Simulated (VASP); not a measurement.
# MoS2 (R3m) in VASP: notebook

Aim: see how the results for MoS2 move with the level of theory and the settings. Levels: PBEsol, r2SCAN. Tasks: single point.

Everything below comes from runs of VASP 6.6.1. Logs are shortened: lines on timing, memory, paths and dates and some standing lists are left out, and cuts for length are marked.

## Step 1: The cell of the first run

It takes space group R3m (No. 160, trigonal). Conventional cell: a = 3.175 Å, b = 3.175 Å, c = 18.582 Å, α = 90.00°, β = 90.00°, γ = 120.00°. Within 3.2 Å of Mo (site symmetry 3m) lie 6 S at 2.40 Å and 6 Mo at 3.18 Å. Within 3.2 Å of S (site symmetry 3m) lie 3 Mo at 2.40 Å and 7 S at 3.11 to 3.18 Å. Within 3.2 Å of S (site symmetry 3m) lie 3 Mo at 2.40 Å and 7 S at 3.11 to 3.18 Å.

## Step 2: Single point, PBEsol

Contents of INCAR:

```
PREC = Accurate ; ENCUT = 520
EDIFF = 1E-6 ; ISMEAR = 0
SIGMA = 0.01 ; LREAL = False
LASPH = True ; NELM = 60
ALGO = Normal ; ISIF = 2
LWAVE = False ; LCHARG = True
GGA = PS ; LELF = True
LVHAR = True ; NBANDS = 20
```

Contents of KPOINTS:

```
Automatic mesh
0
Gamma
  6 6 6
```

Contents of POSCAR:

```
MoS2
1.0
    1.5875907347      0.9165959380      6.1939395993
   -1.5875907347      0.9165959380      6.1939395993
    0.0000000000     -1.8331918760      6.1939395993
Mo S
1 2
Direct
   -0.0000146007     -0.0000146007     -0.0000146007
    0.4170015121      0.4170015121      0.4170015121
    0.2496797553      0.2496797553      0.2496797553
```

Potentials or basis: VASP PAW PBE potentials, release 64 (Mo_sv, S).

Run with:

```
> cat potpaw_PBE.64/Mo_sv/POTCAR potpaw_PBE.64/S/POTCAR > POTCAR
> mpirun -np 1 vasp_std > vasp.out
```

OUTCAR:

```text
PREC = Accurate
   ENCUT = 520
   EDIFF = 1E-6
   ISMEAR = 0
   LREAL = False
   LASPH = True
   NELM = 60
   ISIF = 2
   GGA = PS

 ion  position               nearest neighbor table
   1  1.000  1.000  1.000-   3 2.40   3 2.40   3 2.40   2 2.40   2 2.40   2 2.40
   2  0.417  0.417  0.417-   1 2.40   1 2.40   1 2.40
   3  0.250  0.250  0.250-   1 2.40   1 2.40   1 2.40

  LATTYP: Found a trigonal (rhomboedric) cell.
 ALAT       =     6.4595263150
 COS(alpha) =     0.8791891991

  Lattice vectors:

 A1 = (   1.5875907347,   0.9165959380,   6.1939395993)
 A2 = (  -1.5875907347,   0.9165959380,   6.1939395993)
 A3 = (   0.0000000000,  -1.8331918760,   6.1939395993)

Analysis of symmetry for initial positions (statically):
=====================================================================
 Subroutine PRICEL returns:
 Original cell was already a primitive cell.

 Routine SETGRP: Setting up the symmetry group for a
 trigonal (rhombohedral) supercell.

 Subroutine GETGRP returns: Found  6 space group operations
 (whereof  6 operations were pure point group operations)
 out of a pool of 12 trial point group operations.

The static configuration has the point symmetry C_3v.

Analysis of symmetry for dynamics (positions and initial velocities):
=====================================================================
 Subroutine PRICEL returns:
 Original cell was already a primitive cell.

 Routine SETGRP: Setting up the symmetry group for a
 trigonal (rhombohedral) supercell.

 Subroutine GETGRP returns: Found  6 space group operations
 (whereof  6 operations were pure point group operations)
 out of a pool of 12 trial point group operations.

The dynamic configuration has the point symmetry C_3v.

 Subroutine INISYM returns: Found  6 space group operations
 (whereof  6 operations are pure point group operations),
 and found     1 'primitive' translations

----------------------------------------------------------------------------------------

                                     Primitive cell

  volume of cell :      54.0798

  direct lattice vectors                    reciprocal lattice vectors
     1.587590735  0.916595938  6.193939599     0.314942629  0.181832212  0.053816045
    -1.587590735  0.916595938  6.193939599    -0.314942629  0.181832212  0.053816045
     0.000000000 -1.833191876  6.193939599     0.000000000 -0.363664423  0.053816045
[... 77 lines left out ...]
   PREC   = accura    normal or accurate (medium, high low for compatibility)
   ISTART =      0    job   : 0-new  1-cont  2-samecut
   ICHARG =      2    charge: 1-file 2-atom 10-const
   ISPIN  =      1    spin polarized calculation?
   LNONCOLLINEAR =      F non collinear calculations
   LSORBIT =      F    spin-orbit coupling
   LASPH  =      T    aspherical Exc in radial PAW
   ENCUT  =  520.0 eV  38.22 Ry    6.18 a.u.  12.01 12.01 12.01*2*pi/ulx,y,z
   NELM   =     60;   NELMIN=  2; NELMDL= -5     # of ELM steps
   EDIFF  = 0.1E-05   stopping-criterion for ELM
   LREAL  =      F    real-space projection
   EDIFFG = 0.1E-04   stopping-criterion for IOM
   NSW    =      0    number of steps for IOM
   IBRION =     -1    ionic relax: 0-MD 1-quasi-New 2-CG
   NFREE  =      0    steps in history (QN), initial steepest desc. (CG)
   ISIF   =      2    stress and relaxation
   ISYM   =      2    0-nonsym 1-usesym 2-fastsym
   POTIM  = 0.5000    time-step for ionic-motion
   TEBEG  =    0.0;   TEEND  =   0.0 temperature during run
   PSTRESS=    0.0 pullay stress
   NELECT =      26.0000    total number of electrons
   NUPDOWN=      -1.0000    fix difference up-down
   EMIN   =  10.00;   EMAX   =-10.00  energy-range for DOS
   EFERMI =   0.00;   METHOD = LEGACY
   ISMEAR =     0;   SIGMA  =   0.01  broadening in eV -4-tet -1-fermi 0-gaus
   EFERMI_NEDOS =   21; number of points for ismear=-14 and -15
   IALGO  =     38    algorithm
   IMIX   =      4    mixing-type and parameters
     AMIX     =   0.40;   BMIX     =  1.00
     AMIX_MAG =   1.60;   BMIX_MAG =  1.00
  volume/ion in A,a.u.               =      18.03       121.65
  Fermi-wavevector in a.u.,A,eV,Ry     =   1.282491  2.423557 22.378639  1.644784
  Thomas-Fermi vector in A             =   2.414800
   LORBIT       =      0    0 simple, 1 ext, 2 COOP (PROOUT), +10 PAW based schemes
   GGA     = PS    functional components
   LHFCALC =     F    Hartree Fock is set to
   AEXX    =    0.0000 exact exchange contribution
   IVDW    =     0    specifies the selected vdW correction
   LEPSILON=     F    determine dielectric tensor
   LRPA    =     F    only Hartree local field effects (RPA)
 non-spin polarized calculation
 Gauss-broadening in eV      SIGMA  =   0.01
  energy-cutoff  :      520.00
  volume of cell :       54.08
 maximum number of plane-waves:      1469
   NGX = 23   NGY = 23   NGZ = 23

 number of electron      25.9999998 magnetization

 Free energy of the ion-electron system (eV)
  ---------------------------------------------------
  ext. energy  EPLUGINS =         0.00000000
  ---------------------------------------------------
  free energy    TOTEN  =       -23.43959057 eV

  energy without entropy =      -23.43959057  energy(sigma->0) =      -23.43959057

 E-fermi :   7.4419     XC(G=0): -10.9253

 val. band max:        7.3241515060   @ k =   0.5000   0.5000   0.5000
 cond. band min:       8.2530249117   @ k =  -0.1667   0.1667   0.0000
 fundamental gap:      0.9288734057
 Fermi energy:         7.4418912069

 k-point     1 :       0.0000    0.0000    0.0000
  band No.  band energies     occupation
      1     -54.1204      2.00000
      2     -28.3100      2.00000
      3     -28.0833      2.00000
      4     -28.0833      2.00000
      5      -7.6392      2.00000
      6      -5.9662      2.00000
[... 541 lines left out ...]
     19      15.3892      0.00000
     20      15.7897      0.00000

 [... further k-points ...]
[... 5 lines left out ...]
  --------------------------------------------------------------------------------------
  -------------------------------------------------------------------------------------
  Total       -1.0622103     -1.0622103     -0.4036576      0.0000000      0.0000000     -0.0000000
  in kB      -31.4692493    -31.4692493    -11.9588380      0.0000000      0.0000000     -0.0000000
  external PRESSURE =     -24.9657789 kB  Pullay stress =       0.0000000 kB

 VOLUME and BASIS-vectors are now :
 -----------------------------------------------------------------------------
  energy-cutoff  :      520.00
  volume of cell :       54.08
      direct lattice vectors                 reciprocal lattice vectors
     1.587590735  0.916595938  6.193939599     0.314942629  0.181832212  0.053816045
    -1.587590735  0.916595938  6.193939599    -0.314942629  0.181832212  0.053816045
     0.000000000 -1.833191876  6.193939599     0.000000000 -0.363664423  0.053816045

 POSITION                                       TOTAL-FORCE (eV/Angst)
 -----------------------------------------------------------------------------------
      0.00000      0.00000     18.58155         0.000000      0.000000      0.001908
      0.00000      0.00000      7.74865         0.000000     -0.000000     -0.142594
      0.00000      0.00000      4.63950         0.000000      0.000000      0.140686
 -----------------------------------------------------------------------------------
    total drift:                               -0.000000     -0.000000     -0.000046

  FREE ENERGIE OF THE ION-ELECTRON SYSTEM (eV)
  ---------------------------------------------------
  free  energy   TOTEN  =       -23.4395905666 eV

  energy  without entropy=      -23.4395905666  energy(sigma->0) =      -23.43959057
```

OSZICAR:

```text
N       E                     dE             d eps       ncg     rms          rms(c)
DAV:   1     0.179739815193E+03    0.17974E+03   -0.13270E+04  1280   0.122E+03
DAV:   2    -0.178246486679E+02   -0.19756E+03   -0.19218E+03  1620   0.315E+02
DAV:   3    -0.248524203262E+02   -0.70278E+01   -0.69696E+01  1580   0.561E+01
DAV:   4    -0.249264775006E+02   -0.74057E-01   -0.74024E-01  1576   0.618E+00
DAV:   5    -0.249275616723E+02   -0.10842E-02   -0.10841E-02  1592   0.724E-01    0.250E+01
DAV:   6    -0.238243713290E+02    0.11032E+01   -0.10222E+01  1364   0.195E+01    0.865E+00
DAV:   7    -0.235527583388E+02    0.27161E+00   -0.37088E+00  1308   0.111E+01    0.583E+00
DAV:   8    -0.234407175988E+02    0.11204E+00   -0.53499E-01  1448   0.447E+00    0.166E+00
DAV:   9    -0.234407053970E+02    0.12202E-04   -0.21359E-02  1484   0.890E-01    0.595E-01
DAV:  10    -0.234395952314E+02    0.11102E-02   -0.79617E-03  1432   0.611E-01    0.128E-01
DAV:  11    -0.234395957437E+02   -0.51223E-06   -0.43498E-04  1512   0.144E-01    0.458E-02
DAV:  12    -0.234395802353E+02    0.15508E-04   -0.64084E-05  1484   0.519E-02    0.236E-02
DAV:  13    -0.234395905437E+02   -0.10308E-04   -0.16230E-05  1380   0.226E-02    0.812E-03
DAV:  14    -0.234395905666E+02   -0.22935E-07   -0.10866E-06   992   0.631E-03
   1 F= -.23439591E+02 E0= -.23439591E+02  d E =-.163043E-64
```

stdout:

```text
POSCAR found type information on POSCAR MoS
 POSCAR found :  2 types and       3 ions
 scaLAPACK will be used
 -----------------------------------------------------------------------------
|                                                                             |
|                                                                             |
|     You enforced a specific xc type in the INCAR file but a different       |
|     I HOPE YOU KNOW WHAT YOU ARE DOING!                                     |
|                                                                             |
 -----------------------------------------------------------------------------

 LDA part: xc-table for (Slater+PW92), standard interpolation
 POSCAR, INCAR and KPOINTS ok, starting setup
 FFT: planning ... GRIDC
 FFT: planning ... GRID_SOFT
 FFT: planning ... GRID
 WAVECAR not read
 entering main loop
```

Wall time 1.8 min (1 thread of Intel Xeon 8259CL, shared host); peak memory 0.31 GiB.

Results:

| Property | Result |
| --- | --- |
| Free energy | -23.4396 eV |
| Pressure | -2.5 GPa |
| Largest force | 0.143 eV/Å |
| Band gap on the k mesh | 0.93 eV (least direct gap 1.69 eV) |

Forces in eV/Å, atoms in the order of the input:
```
Mo   0.000  0.000  0.002
S    0.000  0.000 -0.143
S    0.000  0.000  0.141
```

Stress tensor (GPa, compression positive):
```
-3.15  0.00  0.00
 0.00 -3.15  0.00
 0.00  0.00 -1.20
```

Caveat: the PAW data sets were made with another functional, which shifts forces and pressure a little.

## Step 3: Single point, PBEsol

Contents of INCAR:

```
SYSTEM = MoS2
  ALGO = Normal
  EDIFF = 1E-6
  ENCUT = 520
  GGA = PS
  ISIF = 2
  ISMEAR = 0
  LASPH = .TRUE.
  LCHARG = .FALSE.
  LREAL = .FALSE.
  LWAVE = .FALSE.
  NBANDS = 20
  NELM = 80
  PREC = Accurate
  SIGMA = 0.5
```

Contents of KPOINTS:

```
k-points
0
G
  6 6 6
  0 0 0
```

POSCAR is that of step 2.

Potentials or basis: VASP PAW PBE potentials, release 64 (Mo_sv, S).

Run with:

```
> cat potpaw_PBE.64/Mo_sv/POTCAR potpaw_PBE.64/S/POTCAR > POTCAR
> mpirun -np 1 vasp_std > vasp.out
```

Run time: 3.3 min. Hardware: 1 thread of Intel Xeon 8259CL, shared host; peak memory 0.31 GiB.

It converged, with:

| Item | Value |
| --- | --- |
| Free energy | -23.4413 eV |
| Pressure | -2.5 GPa |
| Largest force | 0.148 eV/Å |
| Band gap on the k mesh | 0.93 eV (least direct gap 1.69 eV) |

Forces in eV/Å, atoms in the order of the input:
```
Mo   0.000  0.000  0.002
S    0.000  0.000 -0.148
S    0.000  0.000  0.147
```

Stress tensor (GPa, compression positive):
```
-3.08  0.00  0.00
 0.00 -3.08  0.00
 0.00  0.00 -1.32
```

Levels at points of the mesh, in eV from the valence-band top:
```tsv
k point	band 10	band 11	band 12	band 13	band 14	band 15	band 16	band 17
(0.00, 0.00, 0.00)	-2.24	-2.24	-1.24	-1.16	2.03	2.03	2.43	2.43
(0.50, 0.00, 0.00)	-3.94	-2.32	-1.59	-1.45	1.60	2.00	3.43	3.46
(0.50, 0.50, 0.00)	-3.87	-2.88	-1.77	-1.29	1.55	2.13	2.97	3.87
(0.50, 0.50, 0.50)	-3.36	-2.21	-2.21	0.00	2.12	2.12	2.30	2.30
```

Caveat: the PAW data sets were made with another functional, which shifts forces and pressure a little.

## Step 4: Single point, PBEsol

Contents of INCAR:

```
PREC     = Accurate       # precision mode
ENCUT    = 520            # plane-wave cutoff, eV
EDIFF    = 1E-7           # SCF threshold, eV
ISMEAR   = 1              # smearing method
SIGMA    = 0.001          # smearing width, eV
LREAL    = F              # projectors in reciprocal space
LASPH    = T              # aspherical terms in the spheres
NELM     = 80             # most SCF steps
ALGO     = Normal         # electronic algorithm
ISIF     = 2              # what is computed and relaxed
LWAVE    = F              # write WAVECAR
LCHARG   = F              # write CHGCAR
GGA      = PS             # functional
NBANDS   = 20             # bands
```

Contents of KPOINTS:

```
regular mesh
0
Gamma
  6 6 6
```

POSCAR is that of step 3.

Run with:

```
> cat potpaw_PBE.64/Mo_sv/POTCAR potpaw_PBE.64/S/POTCAR > POTCAR
> mpirun -np 1 vasp_std > vasp.out
```

It took 3.6 min on 1 thread of Intel Xeon 8259CL, shared host; peak memory 0.31 GiB.

It converged, with:

| Quantity | Value |
| --- | --- |
| Free energy | -23.4396 eV |
| Pressure | -2.5 GPa |
| Largest force | 0.142 eV/Å |
| Band gap on the k mesh | 0.93 eV (least direct gap 1.69 eV) |

Forces in eV/Å, atoms in the order of the input:
```
Mo   0.000  0.000  0.002
S    0.000  0.000 -0.142
S    0.000  0.000  0.141
```

Stress tensor (GPa, compression positive):
```
-3.16  0.00  0.00
 0.00 -3.16  0.00
 0.00  0.00 -1.20
```

Levels at points of the mesh, in eV from the valence-band top:
```tsv
k point	band 11	band 12	band 13	band 14	band 15	band 16
(0.00, 0.00, 0.00)	-2.24	-1.24	-1.16	2.03	2.03	2.43
(0.50, 0.00, 0.00)	-2.32	-1.60	-1.45	1.59	2.00	3.43
(0.50, 0.50, 0.00)	-2.88	-1.78	-1.29	1.55	2.13	2.97
(0.50, 0.50, 0.50)	-2.21	-2.21	0.00	2.12	2.12	2.30
```

Caveat: the PAW data sets were made with another functional, which shifts forces and pressure a little. A k mesh can miss the band edges.

## Step 5: Single point, PBEsol

Contents of INCAR:

```
ALGO = Normal
EDIFF = 1E-6
ENCUT = 520
GGA = PS
ISIF = 2
ISMEAR = -1
LASPH = T
LCHARG = F
LREAL = F
LWAVE = F
NBANDS = 20
NELM = 100
PREC = Accurate
SIGMA = 0.5
```

Contents of KPOINTS:

```
k-points
0
Gamma
  6 6 6
```

POSCAR is that of step 4.

Run with:

```
> cat potpaw_PBE.64/Mo_sv/POTCAR potpaw_PBE.64/S/POTCAR > POTCAR
> mpirun -np 1 vasp_std > vasp.out
```

It took 3.4 min on 1 thread of Intel Xeon 8259CL, shared host; peak memory 0.32 GiB.

It converged, with:

| Item | Value |
| --- | --- |
| Free energy | -23.6469 eV |
| Pressure | -0.8 GPa |
| Largest force | 0.019 eV/Å |
| Band gap on the k mesh | 0.93 eV (least direct gap 1.69 eV) |

Forces on the atoms (eV/Å):
```
Mo   0.000  0.000 -0.007
S    0.000  0.000 -0.012
S    0.000  0.000  0.019
```

Stress tensor (GPa, compression positive):
```
-0.93  0.00  0.00
 0.00 -0.93  0.00
 0.00  0.00 -0.43
```

Levels at points of the mesh, in eV from the valence-band top:
| k point | band 10 | band 11 | band 12 | band 13 | band 14 | band 15 | band 16 | band 17 |
| --- | --- | --- | --- | --- | --- | --- | --- | --- |
| (0.00, 0.00, 0.00) | -2.24 | -2.24 | -1.26 | -1.16 | 2.03 | 2.03 | 2.43 | 2.43 |
| (0.50, 0.00, 0.00) | -3.95 | -2.34 | -1.61 | -1.46 | 1.62 | 2.02 | 3.43 | 3.46 |
| (0.50, 0.50, 0.00) | -3.87 | -2.89 | -1.79 | -1.29 | 1.58 | 2.15 | 2.97 | 3.87 |
| (0.50, 0.50, 0.50) | -3.36 | -2.21 | -2.21 | 0.00 | 2.12 | 2.12 | 2.30 | 2.30 |

Caveat: the PAW data sets were made with another functional, which shifts forces and pressure a little. A k mesh can miss the band edges.

## Step 6: Single point, r2SCAN

POSCAR is that of step 5.

Contents of INCAR.step1:

```
ALGO = Normal
EDIFF = 1E-4
ENCUT = 520
GGA = PE
ISMEAR = 0
LASPH = True
LCHARG = False
LREAL = False
LWAVE = True
NBANDS = 20
NELM = 60
PREC = Accurate
SIGMA = 0.01
```

Contents of INCAR.step2:

```
ALGO = Normal
EDIFF = 1E-6
ENCUT = 520
ISIF = 2
ISMEAR = 0
ISTART = 1
LASPH = True
LCHARG = True
LELF = True
LMIXTAU = True
LREAL = False
LVHAR = True
LWAVE = False
METAGGA = R2SCAN
NBANDS = 20
NELM = 60
PREC = Accurate
SIGMA = 0.01
```

KPOINTS is that of step 5.

Potentials or basis: VASP PAW PBE potentials, release 64 (Mo_sv, S).

Run with:

```
> cat potpaw_PBE.64/Mo_sv/POTCAR potpaw_PBE.64/S/POTCAR > POTCAR
> cp INCAR.step1 INCAR
> mpirun -np 1 vasp_std > vasp.out
> cp INCAR.step2 INCAR
> mpirun -np 1 vasp_std > vasp.out
```

Run time: 12 min. Hardware: 1 thread of Intel Xeon 8259CL, shared host; peak memory 0.36 GiB.

Results (log left out):

```
Free energy            : -45.0277 eV
Pressure               : 1.2 GPa
Largest force          : 0.047 eV/Å
Band gap on the k mesh : 1.05 eV (least direct gap 1.80 eV)
```

Forces in eV/Å, atoms in the order of the input:
```
Mo   0.000  0.000  0.000
S    0.000  0.000 -0.046
S    0.000  0.000  0.047
```

Stress tensor (GPa, compression positive):
```
1.26 0.00 0.00
0.00 1.26 0.00
0.00 0.00 1.07
```

Levels at points of the mesh, in eV from the valence-band top:
```csv
k point,band 9,band 10,band 11,band 12,band 13,band 14,band 15,band 16,band 17,band 18
"(0.00, 0.00, 0.00)",-3.52,-2.39,-2.39,-1.37,-1.15,2.17,2.17,2.54,2.54,6.03
"(0.50, 0.00, 0.00)",-5.17,-4.15,-2.48,-1.75,-1.48,1.71,2.13,3.64,3.73,5.65
"(0.50, 0.50, 0.00)",-4.87,-4.08,-3.04,-1.93,-1.32,1.66,2.25,3.27,4.05,6.42
"(0.50, 0.50, 0.50)",-3.53,-3.53,-2.36,-2.36,0.00,2.26,2.26,2.41,2.41,6.12
```

Caveat: the PAW data sets were made with another functional, which shifts forces and pressure a little. A k mesh can miss the band edges.

## Step 7: Summary

| level | smearing | gap on the mesh (eV) | pressure (GPa) | largest force (eV/Å) |
| --- | --- | --- | --- | --- |
| PBEsol | gaussian 0.01 eV | 0.93 | -2.5 | 0.14 |
| PBEsol | gaussian 0.5 eV | 0.93 | -2.5 | 0.15 |
| PBEsol | methfessel-paxton 0.001 eV | 0.93 | -2.5 | 0.14 |
| PBEsol | fermi-dirac 0.5 eV | 0.93 | -0.8 | 0.02 |
| r2SCAN | gaussian 0.01 eV | 1.05 | 1.2 | 0.05 |

Alike in all rows: task single point; potentials or basis VASP PAW PBE potentials, release 64 (Mo_sv, S); no spin polarisation; cell as given; k mesh 6 × 6 × 6; cutoff (eV) 520.

On the cell as given the gap runs from 0.93 eV (PBEsol) to 1.05 eV (r2SCAN). The pressure there spans -2.5 GPa (PBEsol) to 1.2 GPa (r2SCAN); a positive pressure means that this level wants a larger cell, a negative one a smaller.

Caveats: the PAW data sets were made with another functional, which shifts forces and pressure a little.

Total energies depend on the potentials used, so only differences within one code and one set of settings carry meaning.
